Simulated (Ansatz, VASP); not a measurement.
## Ag2IBr: VASP beside Ansatz

```
Br Ag I
1.0
     4.24079    0.00000    0.00000
     0.00000    4.24079    0.00000
     0.00000    0.00000    5.90564
Br Ag I
1 2 1
Cartesian
  0.0000 0.0000 0.0000
  0.0000 0.0000 2.9528
  2.1204 2.1204 0.0000
  2.1204 2.1204 2.9528
```

Alike in both runs: task single point; functional PBE; k mesh 6 × 6 × 4; no spin polarisation.

|  | VASP | Ansatz |
| --- | --- | --- |
| version | VASP 6.6.1 | Ansatz 0.2.0 |
| potentials or method | VASP PAW PBE potentials, release 64 (Br, Ag, I) | plane waves, PAW |
| plane-wave cutoff (eV) | 520 | 420 |
| occupations | gaussian, width 0.01 eV | fixed |
| valence electrons in the cell | 36 | 62 |

Ansatz gave:

```
gap on the k mesh at the Fermi level (eV) : 0.53
pressure (GPa)                            : 0.9
```

Q: What did VASP give for the same quantities?

A: gap on the k mesh at the Fermi level (eV): 0.53; pressure (GPa): 0.8.

VASP's potentials hold 36 valence electrons a cell and Ansatz's 62, so a difference there can come from the potentials and not from the codes.

Spin-orbit coupling is off throughout.
